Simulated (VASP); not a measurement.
# AlP2 (Fddd) in VASP: notebook

Runs on AlP2. Level: PBE. Tasks: single point, relaxation of cell and atoms.

All numbers are computed with VASP 6.6.1; they aren't measurements. Logs are shortened: lines on timing, memory, paths and dates and some standing lists are left out, and cuts for length are marked.

**1. The cell of the first run**

The structure is orthorhombic, space group Fddd (No. 70). Conventional cell: a = 5.179 Å, b = 8.474 Å, c = 8.571 Å, α = 90.00°, β = 90.00°, γ = 90.00°. Al (site symmetry 222) has 10 P at 2.70 to 3.13 Å and 4 Al at 3.28 Å within 3.6 Å. P (site symmetry 2) has 3 P at 2.21 to 2.51 Å and 4 Al at 2.70 to 2.82 Å within 2.9 Å.

**2. Single point, PBE**

Contents of INCAR:

```
SYSTEM = AlP2
ALGO     = Normal         ! electronic algorithm
EDIFF    = 1E-6           ! SCF threshold, eV
ENCUT    = 520            ! plane-wave cutoff, eV
GGA      = PE             ! functional
ISIF     = 2              ! what is computed and relaxed
ISMEAR   = 0              ! smearing method
LASPH    = .True.         ! aspherical terms in the spheres
LCHARG   = .False.        ! write CHGCAR
LREAL    = .False.        ! projectors in reciprocal space
LWAVE    = .False.        ! write WAVECAR
NBANDS   = 22             ! bands
NELM     = 60             ! most SCF steps
PREC     = Accurate       ! precision mode
SIGMA    = 0.1            ! smearing width, eV
```

Contents of KPOINTS:

```
k-points
0
Gamma
  4 4 4
  0 0 0
```

Contents of POSCAR:

```
AlP2
1.0
    0.0000000000      4.2372271069      4.2857386852
    2.5893394538      0.0000000000      4.2857386852
    2.5893394538      4.2372271069      0.0000000000
Al P
2 4
Direct
    0.7500000000      0.7500000000      0.7500000000
    0.5000000000      0.5000000000      0.5000000000
    0.1194243312      0.3805756688      0.1194243312
    0.3805756688      0.1194243312      0.3805756688
    0.1305756688      0.8694243312      0.1305756688
    0.8694243312      0.1305756688      0.8694243312
```

Potentials or basis: VASP PAW PBE potentials, release 64 (Al, P).

Command:

```sh
$ cat potpaw_PBE.64/Al/POTCAR potpaw_PBE.64/P/POTCAR > POTCAR
$ mpirun -np 1 vasp_std > vasp.out
```

OUTCAR:

```text
SYSTEM = AlP2
   EDIFF = 1E-6
   ENCUT = 520
   GGA = PE
   ISIF = 2
   ISMEAR = 0
   LASPH = .True.
   LREAL = .False.
   NELM = 60
   PREC = Accurate

 ion  position               nearest neighbor table
   1  0.750  0.750  0.750-   6 2.70   5 2.70   6 2.70   5 2.70   4 2.82   4 2.82   3 2.82   3 2.82
                             3 3.13   4 3.13   2 3.28   2 3.28   2 3.28   2 3.28
   2  0.500  0.500  0.500-   3 2.70   4 2.70   3 2.70   4 2.70   5 2.82   5 2.82   6 2.82   6 2.82
                             5 3.13   6 3.13   1 3.28   1 3.28   1 3.28   1 3.28
   3  0.119  0.381  0.119-   4 2.21   5 2.51   5 2.51   2 2.70   2 2.70   1 2.82   1 2.82   1 3.13

   4  0.381  0.119  0.381-   3 2.21   6 2.51   6 2.51   2 2.70   2 2.70   1 2.82   1 2.82   1 3.13

   5  0.131  0.869  0.131-   6 2.21   3 2.51   3 2.51   1 2.70   1 2.70   2 2.82   2 2.82   2 3.13

   6  0.869  0.131  0.869-   5 2.21   4 2.51   4 2.51   1 2.70   1 2.70   2 2.82   2 2.82   2 3.13

  LATTYP: Found a face centered orthorhombic cell.
 ALAT       =     5.1786789076
 B/A-ratio  =     1.6364123679
 C/A-ratio  =     1.6551474852

  Lattice vectors:

 A1 = (   0.0000000000,   4.2372271069,   4.2857386852)
 A2 = (   2.5893394538,   0.0000000000,   4.2857386852)
 A3 = (   2.5893394538,   4.2372271069,   0.0000000000)

Analysis of symmetry for initial positions (statically):
=====================================================================
 Subroutine PRICEL returns:
 Original cell was already a primitive cell.

 Routine SETGRP: Setting up the symmetry group for a
 face centered orthorhombic supercell.

 Subroutine GETGRP returns: Found  8 space group operations
 (whereof  4 operations were pure point group operations)
 out of a pool of  8 trial point group operations.

The static configuration has the point symmetry D_2 .
 The point group associated with its full space group is D_2h.

Analysis of symmetry for dynamics (positions and initial velocities):
=====================================================================
 Subroutine PRICEL returns:
 Original cell was already a primitive cell.

 Routine SETGRP: Setting up the symmetry group for a
 face centered orthorhombic supercell.

 Subroutine GETGRP returns: Found  8 space group operations
 (whereof  4 operations were pure point group operations)
 out of a pool of  8 trial point group operations.

The dynamic configuration has the point symmetry D_2 .
 The point group associated with its full space group is D_2h.

 Subroutine INISYM returns: Found  8 space group operations
 (whereof  4 operations are pure point group operations),
 and found     1 'primitive' translations

----------------------------------------------------------------------------------------

                                     Primitive cell

  volume of cell :      94.0430

  direct lattice vectors                    reciprocal lattice vectors
     0.000000000  4.237227107  4.285738685    -0.193099441  0.118001700  0.116666002
     2.589339454  0.000000000  4.285738685     0.193099441 -0.118001700  0.116666002
     2.589339454  4.237227107  0.000000000     0.193099441  0.118001700 -0.116666002

  length of vectors
     6.026744530  5.007218278  4.965759998     0.254603125  0.254603125  0.254603125

  position of ions in fractional coordinates (direct lattice)
     0.750000000  0.750000000  0.750000000
     0.500000000  0.500000000  0.500000000
     0.119424331  0.380575669  0.119424331
     0.380575669  0.119424331  0.380575669
     0.130575669  0.869424331  0.130575669
     0.869424331  0.130575669  0.869424331

  ion indices of the primitive-cell ions
   primitive index   ion index
                 1           1
                 2           2
                 3           3
                 4           4
                 5           5
                 6           6

----------------------------------------------------------------------------------------

 KPOINTS: k-points

Automatic generation of k-mesh.
 Grid dimensions read from file:
 generate k-points for:    4    4    4

 Generating k-lattice:

  Cartesian coordinates                     Fractional coordinates (reciprocal lattice)
    -0.048274860  0.029500425  0.029166501     0.250000000 -0.000000000  0.000000000
     0.048274860 -0.029500425  0.029166501    -0.000000000  0.250000000  0.000000000
     0.048274860  0.029500425 -0.029166501     0.000000000  0.000000000  0.250000000

  Length of vectors
     0.063650781  0.063650781  0.063650781

  Shift w.r.t. Gamma in fractional coordinates (k-lattice)
     0.000000000  0.000000000  0.000000000

 Subroutine IBZKPT returns following result:
 ===========================================

 Found     18 irreducible k-points:

 Following reciprocal coordinates:
            Coordinates               Weight
  0.000000  0.000000  0.000000      1.000000
  0.250000 -0.000000 -0.000000      8.000000
  0.500000 -0.000000 -0.000000      4.000000
[... 40 lines left out ...]
   EFERMI_NEDOS =   21; number of points for ismear=-14 and -15
   IALGO  =     38    algorithm
   IMIX   =      4    mixing-type and parameters
     AMIX     =   0.40;   BMIX     =  1.00
     AMIX_MAG =   1.60;   BMIX_MAG =  1.00
  volume/ion in A,a.u.               =      15.67       105.77
  Fermi-wavevector in a.u.,A,eV,Ry     =   1.066491  2.015376 15.475304  1.137403
  Thomas-Fermi vector in A             =   2.202077
   LORBIT       =      0    0 simple, 1 ext, 2 COOP (PROOUT), +10 PAW based schemes
   GGA     = PE    functional components
   LHFCALC =     F    Hartree Fock is set to
   AEXX    =    0.0000 exact exchange contribution
   IVDW    =     0    specifies the selected vdW correction
   LEPSILON=     F    determine dielectric tensor
   LRPA    =     F    only Hartree local field effects (RPA)
 non-spin polarized calculation
 Gauss-broadening in eV      SIGMA  =   0.10
  energy-cutoff  :      520.00
  volume of cell :       94.04
 maximum number of plane-waves:      2564
 NGX is ok and might be reduce to    48
   NGX = 23   NGY = 19   NGZ = 19

 number of electron      26.0000000 magnetization

 Free energy of the ion-electron system (eV)
  ---------------------------------------------------
  ext. energy  EPLUGINS =         0.00000000
  ---------------------------------------------------
  free energy    TOTEN  =       -28.07250937 eV

  energy without entropy =      -28.05124456  energy(sigma->0) =      -28.06187696

 E-fermi :   8.4063     XC(G=0): -10.7808

 val. band max:        8.3876104202   @ k =   0.0000   0.2500   0.2500
 cond. band min:       8.4150330852   @ k =   0.5000   0.2500  -0.0000
 fundamental gap:      0.0274226650
 Fermi energy:         8.4062875315

 k-point     1 :       0.0000    0.0000    0.0000
  band No.  band energies     occupation
      1      -6.5750      2.00000
      2      -1.6281      2.00000
      3      -0.9853      2.00000
      4       1.6096      2.00000
      5       1.8941      2.00000
      6       2.6509      2.00000
[... 14 lines left out ...]
     21      15.9173      0.00000
     22      15.9532      0.00000

 k-point     2 :       0.2500   -0.0000   -0.0000
  band No.  band energies     occupation
      1      -6.1344      2.00000
      2      -2.6465      2.00000
      3      -1.0614      2.00000
      4       0.2587      2.00000
      5       1.7947      2.00000
      6       2.1329      2.00000
[... 14 lines left out ...]
     21      14.5370      0.00000
     22      14.6897      0.00000

 k-point     3 :       0.5000   -0.0000   -0.0000
  band No.  band energies     occupation
      1      -5.3611      2.00000
      2      -3.7919      2.00000
      3      -1.2659      2.00000
      4      -0.5882      2.00000
      5       1.4554      2.00000
      6       1.7160      2.00000
[... 14 lines left out ...]
     21      13.6908      0.00000
     22      14.1466      0.00000
[... 326 lines left out ...]
 k-point    17 :      -0.2500    0.2500    0.5000
  band No.  band energies     occupation
      1      -4.6096      2.00000
      2      -4.6096      2.00000
      3      -1.2075      2.00000
      4      -1.2075      2.00000
      5       2.0449      2.00000
      6       2.0449      2.00000
[... 14 lines left out ...]
     21      13.7601      0.00000
     22      13.7601      0.00000

 k-point    18 :       0.0000    0.5000    0.5000
  band No.  band energies     occupation
      1      -4.1334      2.00000
      2      -4.1334      2.00000
      3      -2.1821      2.00000
      4      -2.1821      2.00000
      5       1.3655      2.00000
      6       1.3655      2.00000
[... 14 lines left out ...]
     21      13.8653      0.00000
     22      13.8653      0.00000

------------------------ aborting loop because EDIFF is reached ----------------------------------------

  FORCE on cell =-STRESS in cart. coord.  units (eV):
  Direction    XX          YY          ZZ          XY          YZ          ZX
  --------------------------------------------------------------------------------------
  -------------------------------------------------------------------------------------
  Total       -0.2414313     -0.2249892     -0.0210999      0.0000000      0.0000000      0.0000000
  in kB       -4.1131805     -3.8330621     -0.3594716      0.0000000      0.0000000      0.0000000
  external PRESSURE =      -2.7685714 kB  Pullay stress =       0.0000000 kB

 VOLUME and BASIS-vectors are now :
 -----------------------------------------------------------------------------
  energy-cutoff  :      520.00
  volume of cell :       94.04
      direct lattice vectors                 reciprocal lattice vectors
     0.000000000  4.237227107  4.285738685    -0.193099441  0.118001700  0.116666002
     2.589339454  0.000000000  4.285738685     0.193099441 -0.118001700  0.116666002
     2.589339454  4.237227107  0.000000000     0.193099441  0.118001700 -0.116666002

 POSITION                                       TOTAL-FORCE (eV/Angst)
 -----------------------------------------------------------------------------------
      3.88401      6.35584      6.42861        -0.000000     -0.000000     -0.000000
      2.58934      4.23723      4.28574         0.000000      0.000000      0.000000
      1.29467      1.01206      2.14287        -0.000000      0.057818      0.000000
      1.29467      3.22517      2.14287        -0.000000     -0.057818      0.000000
      2.58934      1.10656      4.28574         0.000000     -0.057818     -0.000000
      2.58934      7.36790      4.28574         0.000000      0.057818     -0.000000
 -----------------------------------------------------------------------------------
    total drift:                                0.000000     -0.000000      0.000000

  FREE ENERGIE OF THE ION-ELECTRON SYSTEM (eV)
  ---------------------------------------------------
  free  energy   TOTEN  =       -28.0725093650 eV

  energy  without entropy=      -28.0512445638  energy(sigma->0) =      -28.06187696
```

It took 25 s on 1 thread of AMD EPYC 9R45 (Zen 5), shared host; peak memory 0.22 GiB.

What came out:

```yaml
Free_energy: -28.0725 eV
Pressure: -0.3 GPa
Largest_force: 0.058 eV/Å
Band_gap_on_the_k_mesh: zero (band 13 reaches 9.38 eV, above the bottom of band 14 at 7.39 eV)
```

Forces in eV/Å, atoms in the order of the input:
```
Al   0.000  0.000  0.000
Al   0.000  0.000  0.000
P    0.000  0.058  0.000
P    0.000 -0.058  0.000
P    0.000 -0.058  0.000
P    0.000  0.058  0.000
```

Levels at points of the mesh, in eV from the Fermi level:
| k point | band 10 | band 11 | band 12 | band 13 | band 14 | band 15 | band 16 | band 17 |
| --- | --- | --- | --- | --- | --- | --- | --- | --- |
| (0.00, 0.00, 0.00) | -4.04 | -3.31 | -1.91 | -1.89 | 0.15 | 0.42 | 2.12 | 3.48 |
| (0.50, 0.00, 0.00) | -1.45 | -1.06 | -0.74 | -0.40 | 0.79 | 1.72 | 2.14 | 2.95 |
| (0.50, 0.50, 0.00) | -3.80 | -0.76 | -0.76 | -0.35 | -0.35 | 1.67 | 1.67 | 1.77 |
| (0.50, 0.00, 0.50) | -3.98 | -0.55 | -0.55 | -0.06 | -0.06 | 1.54 | 1.54 | 3.15 |
| (0.00, 0.50, 0.50) | -1.71 | -1.38 | -1.38 | -1.02 | -1.02 | 3.10 | 3.10 | 3.84 |

Caveat: the k points lie up to 0.40 Å⁻¹ apart.

**3. Single point, PBE**

This run uses another cell than the first one, of 15.07 Å³/atom, 0.961 times its volume.

Contents of INCAR:

```
SYSTEM = AlP2
PREC = Accurate ; ENCUT = 520
EDIFF = 1E-6 ; ISMEAR = 0
SIGMA = 0.1 ; LREAL = .False.
LASPH = .True. ; NELM = 60
ALGO = Normal ; ISIF = 2
LWAVE = .False. ; LCHARG = .False.
GGA = PE ; NBANDS = 22
```

Contents of KPOINTS:

```
regular mesh
0
Gamma
  6 6 6
  0 0 0
```

Contents of POSCAR:

```
AlP2
1.0
    0.0000000000      4.2242220117      4.3714235315
    2.4480587253      0.0000000000      4.3714235315
    2.4480587253      4.2242220117      0.0000000000
Al P
2 4
Direct
    0.7500000000      0.7500000000      0.7500000000
    0.5000000000      0.5000000000      0.5000000000
    0.0830000000      0.4170000000      0.0830000000
    0.4170000000      0.0830000000      0.4170000000
    0.1670000000      0.8330000000      0.1670000000
    0.8330000000      0.1670000000      0.8330000000
```

Potentials or basis: VASP PAW PBE potentials, release 64 (Al, P).

Command:

```sh
$ cat potpaw_PBE.64/Al/POTCAR potpaw_PBE.64/P/POTCAR > POTCAR
$ mpirun -np 1 vasp_std > vasp.out
```

It took 48 s on 1 thread of AMD EPYC 9R45 (Zen 5), shared host; peak memory 0.24 GiB.

The run converged. Its results:

| Property | Result |
| --- | --- |
| Free energy | -26.9860 eV |
| Pressure | -0.4 GPa |
| Largest force | 0.425 eV/Å |
| Band gap on the k mesh | zero (band 13 reaches 10.03 eV, above the bottom of band 14 at 7.70 eV) |

Forces in eV/Å, atoms in the order of the input:
```
Al   0.000  0.000  0.000
Al   0.000  0.000  0.000
P    0.000  0.425  0.000
P    0.000 -0.425  0.000
P    0.000 -0.425  0.000
P    0.000  0.425  0.000
```

Stress tensor (GPa, compression positive):
```
 0.11  0.00  0.00
 0.00 -2.98  0.00
 0.00  0.00  1.76
```

Levels at points of the mesh, in eV from the Fermi level:
```
           k point  band 10  band 11  band 12  band 13  band 14  band 15  band 16  band 17
(0.00, 0.00, 0.00)    -4.27    -3.95    -3.95    -2.44    -0.02     0.41     0.64     1.37
(0.50, 0.00, 0.00)    -2.18    -0.94    -0.83    -0.12     0.90     1.03     1.41     1.44
(0.50, 0.50, 0.00)    -4.23    -0.68    -0.68    -0.49    -0.49     0.23     0.23     1.68
(0.50, 0.00, 0.50)    -4.69    -0.14    -0.14     0.10     0.10     0.87     0.87     1.78
(0.00, 0.50, 0.50)    -1.85    -1.46    -1.46    -0.12    -0.12     2.63     2.63     2.92
```

**4. Relaxation of cell and atoms, PBE**

This run uses another cell than the first one, of 15.07 Å³/atom, 0.961 times its volume.

Contents of INCAR:

```
SYSTEM = AlP2
PREC = Accurate
ENCUT = 600
EDIFF = 1E-6
ISMEAR = 0
SIGMA = 0.1
LREAL = .FALSE.
LASPH = .TRUE.
NELM = 80
ALGO = Normal
ISIF = 3
LWAVE = .FALSE.
LCHARG = .FALSE.
GGA = PE
IBRION = 2
NSW = 90
EDIFFG = -0.04
```

Contents of KPOINTS:

```
regular mesh
0
G
  4 4 4
  0 0 0
```

POSCAR is that of step 3.

Command:

```sh
$ cat potpaw_PBE.64/Al/POTCAR potpaw_PBE.64/P/POTCAR > POTCAR
$ mpirun -np 1 vasp_std > vasp.out
```

It took 4.9 min on 1 thread of AMD EPYC 9R45 (Zen 5), shared host; peak memory 0.25 GiB.

Results (log left out):

```yaml
Free_energy: -28.0713 eV
Relaxed_volume: 15.71 Å³/atom
Relaxed_cell: a = 6.004 Å, b = 5.004 Å, c = 4.968 Å, α = 74.04°, β = 53.26°, γ = 52.70°
Space_group_after_relaxing_to_0.05_Å: Fddd (No. 70)
Energy_gained_by_relaxing: 182.8 meV/atom
Ionic_steps: 24
Pressure_after_relaxing: 0.0 GPa
Largest_force_after_relaxing: 0.037 eV/Å
Band_gap_on_the_k_mesh: zero (band 13 reaches 9.27 eV, above the bottom of band 14 at 7.36 eV)
```

Forces in eV/Å, atoms in the order of the input:
```
Al   0.000  0.000  0.000
Al   0.000  0.000  0.000
P    0.000 -0.037  0.000
P    0.000  0.037  0.000
P    0.000  0.037  0.000
P    0.000 -0.037  0.000
```

Stress tensor (GPa, compression positive):
```
-0.27  0.00  0.00
 0.00  0.31  0.00
 0.00  0.00 -0.16
```

Step by step:
```csv
step,energy change (eV),largest force (eV/Å),pressure (GPa),volume (Å³)
1,0.0000,0.5888,0.30,90.41
2,-0.1414,0.6132,-0.93,90.75
3,-0.2008,0.7655,-1.33,90.94
4,-0.2886,0.7290,-1.33,91.20
5,-0.3988,0.5921,-0.07,90.48
6,-0.4410,0.2068,1.58,89.81
7,-0.5557,0.0680,2.02,89.93
8,-0.7228,1.1656,4.55,90.15
9,-0.8414,1.0790,3.89,91.00
10,-1.0083,0.9455,2.66,93.37
11,-1.0143,0.9279,2.52,93.95
12,-1.0685,0.4574,1.09,94.48
13,-1.0899,0.0085,-0.43,95.12
14,-1.0899,0.0233,-0.48,95.14
15,-1.0908,0.0276,-0.35,94.97
16,-1.0921,0.0381,-0.02,94.52
17,-1.0913,0.0570,0.64,93.62
18,-1.0923,0.0442,0.18,94.23
19,-1.0932,0.0258,0.21,94.21
20,-1.0947,0.0328,0.27,94.13
21,-1.0940,0.1614,0.38,93.96
22,-1.0949,0.0791,0.31,94.07
23,-1.0955,0.0680,0.22,94.12
24,-1.0966,0.0368,-0.04,94.26
```

Final structure:
```cif
data_structure
_symmetry_space_group_name_H-M 'P 1'
_symmetry_Int_Tables_number 1
_cell_length_a 6.0043
_cell_length_b 5.0045
_cell_length_c 4.9681
_cell_angle_alpha 74.038
_cell_angle_beta 53.258
_cell_angle_gamma 52.704
_cell_volume 94.26
loop_
_atom_site_label
_atom_site_type_symbol
_atom_site_fract_x
_atom_site_fract_y
_atom_site_fract_z
_atom_site_occupancy
Al1 Al 0.75000 0.75000 0.75000 1
Al2 Al 0.50000 0.50000 0.50000 1
P1 P 0.11989 0.38011 0.11989 1
P2 P 0.38011 0.11989 0.38011 1
P3 P 0.13011 0.86989 0.13011 1
P4 P 0.86989 0.13011 0.86989 1
```

Levels at points of the mesh, in eV from the Fermi level:
| k point | band 10 | band 11 | band 12 | band 13 | band 14 | band 15 | band 16 | band 17 |
| --- | --- | --- | --- | --- | --- | --- | --- | --- |
| (0.00, 0.00, 0.00) | -4.05 | -3.29 | -1.90 | -1.90 | 0.24 | 0.47 | 2.26 | 3.56 |
| (0.50, 0.00, 0.00) | -1.46 | -1.08 | -0.71 | -0.46 | 0.70 | 1.78 | 2.12 | 2.92 |
| (0.50, 0.50, 0.00) | -3.75 | -0.75 | -0.75 | -0.34 | -0.34 | 1.68 | 1.68 | 1.78 |
| (0.50, 0.00, 0.50) | -3.98 | -0.58 | -0.58 | -0.05 | -0.05 | 1.54 | 1.54 | 3.15 |
| (0.00, 0.50, 0.50) | -1.74 | -1.36 | -1.36 | -1.02 | -1.02 | 3.16 | 3.16 | 3.93 |

Caveat: the k points lie up to 0.40 Å⁻¹ apart in the final cell.

**5. Summary**

| task | cell | k mesh | cutoff (eV) | gap on the mesh (eV) | pressure (GPa) | largest force (eV/Å) |
| --- | --- | --- | --- | --- | --- | --- |
| single point | a = 6.027, b = 5.007, c = 4.966 Å, angles 74.4, 53.1, 52.5°, 6 atoms | 4 × 4 × 4 | 520 | none | -0.3 | 0.06 |
| single point | a = 6.079, b = 5.010, c = 4.882 Å, angles 75.8, 53.0, 51.1°, 6 atoms | 6 × 6 × 6 | 520 | none | -0.4 | 0.43 |
| relaxation of cell and atoms | relaxed from a = 6.079, b = 5.010, c = 4.882 Å, angles 75.8, 53.0, 51.1°, 6 atoms | 4 × 4 × 4 | 600 | none | 0.0 | 0.04 |

Alike in all rows: level PBE; potentials or basis VASP PAW PBE potentials, release 64 (Al, P); no spin polarisation; smearing gaussian 0.1 eV.

Caveats: some runs use coarse meshes.

Total energies depend on the potentials used, so only differences within one code and one set of settings carry meaning.
